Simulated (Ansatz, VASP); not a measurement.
**Two plane-wave programs on BeSi2Br**

```
CELL_PARAMETERS angstrom
2.78951 0.00000 0.00000
-1.39476 2.41579 0.00000
0.00000 0.00000 10.44205
ATOMIC_POSITIONS crystal
Be 0.00000 0.00000 0.50000
Si 0.00000 0.00000 0.71745
Si 0.00000 0.00000 0.28255
Br 0.00000 0.00000 0.00000
```

Alike in both runs: functional PBE; k mesh 6 × 6 × 4; occupations gaussian, width 0.1 eV; no spin polarisation.

Ansatz relaxed the structure, and its values are those at the end. VASP's run is a single point on that final structure, the one shown.

|  | VASP | Ansatz |
| --- | --- | --- |
| version | VASP 6.6.1 | Ansatz 0.2.0 |
| potentials or method | VASP PAW PBE potentials, release 64 (Be, Si, Br), cutoff 520 eV | scalar-relativistic, plane waves, PAW |
| valence electrons in the cell | 17 | 17 |

|  | VASP | Ansatz | Ansatz less VASP |
| --- | --- | --- | --- |
| gap on the k mesh at the Fermi level (eV) | none | none | - |
| pressure (GPa) | -0.1 | -0.1 | -0.01 |

A gap of «none» marks a metal or a gap that the smearing closes.

The k mesh is coarse, so the values compare programs but aren't converged.
